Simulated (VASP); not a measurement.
The system is Re3Hg.

```
Re Hg
1.0
     4.05347    0.00000    0.00000
     0.00000    4.05347    0.00000
     0.00000    0.00000    4.05347
Re Hg
3 1
Direct
  0.00000 0.50000 0.50000
  0.50000 0.00000 0.50000
  0.50000 0.50000 0.00000
  0.00000 0.00000 0.00000
```

* Program: VASP 6.6.1
* Task: relaxation of cell and atoms
* Functional: PBE
* Potentials or basis: VASP PAW PBE potentials, release 64 (Re_sv_GW, Hg_sv_GW)
* Cutoff: 560 eV
* k mesh: 4 × 4 × 4
* Occupations: gaussian, width 0.1 eV
* Spin: no spin polarisation

At the start: pressure -13.3 GPa; volume 16.65 Å³/atom.

Where does the relaxation end?

Over 4 steps the energy falls by 37.5 meV/atom and the volume is 15.80 Å³/atom (-5.1 %); space group Pm-3m (No. 221, to 0.1 Å) before and after.

The path:
| step | energy change (eV) | largest force (eV/Å) | pressure (GPa) | volume (Å³) |
| --- | --- | --- | --- | --- |
| 1 | 0.0000 | 0.0000 | -13.32 | 66.60 |
| 2 | 1.3857 | 0.0000 | 63.05 | 54.13 |
| 3 | -0.1496 | 0.0000 | -0.91 | 63.37 |
| 4 | -0.1501 | 0.0000 | -0.19 | 63.21 |

Final structure:
```
CELL_PARAMETERS angstrom
3.98342 0.00000 0.00000
0.00000 3.98342 0.00000
0.00000 0.00000 3.98342
ATOMIC_POSITIONS crystal
Re 0.00000 0.50000 0.50000
Re 0.50000 0.00000 0.50000
Re 0.50000 0.50000 0.00000
Hg 0.00000 0.00000 0.00000
```

Caveat: the k points lie up to 0.39 Å⁻¹ apart in the final cell, too coarse for converged energies and pressures of a metal.
